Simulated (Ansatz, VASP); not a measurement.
**CoGe3 in VASP and in Ansatz**

```
Ge Co
1.0
     0.00000    3.16364    3.16364
     3.16364    0.00000    3.16364
     3.16364    3.16364    0.00000
Ge Co
3 1
Direct
  0.25000 0.25000 0.25000
  0.75000 0.75000 0.75000
  0.50000 0.50000 0.50000
  0.00000 0.00000 0.00000
```

Alike in both runs: task single point; functional r2SCAN; k mesh 12 × 12 × 12; occupations gaussian, width 0.1 eV; no spin polarisation.

```csv
,VASP,Ansatz
version,VASP 6.6.1,Ansatz 0.2.0
potentials or method,"VASP PAW PBE potentials, release 64 (Ge_d, Co), cutoff 520 eV","scalar-relativistic, plane waves, PAW"
valence electrons in the cell,51,59
```

Ansatz gave:

- gap on the k mesh at the Fermi level (eV): none
- pressure (GPa): -3.5

What did VASP give for the same quantities?

gap on the k mesh at the Fermi level (eV): none; pressure (GPa): -3.6.

VASP's potentials were made for PBE, not for r2SCAN. A gap of «none» marks a metal or a gap that the smearing closes. With one functional, cell and mesh, what is left measures potentials, basis and numerics. VASP's potentials hold 51 valence electrons a cell and Ansatz's 59, so a difference there can come from the potentials and not from the codes.
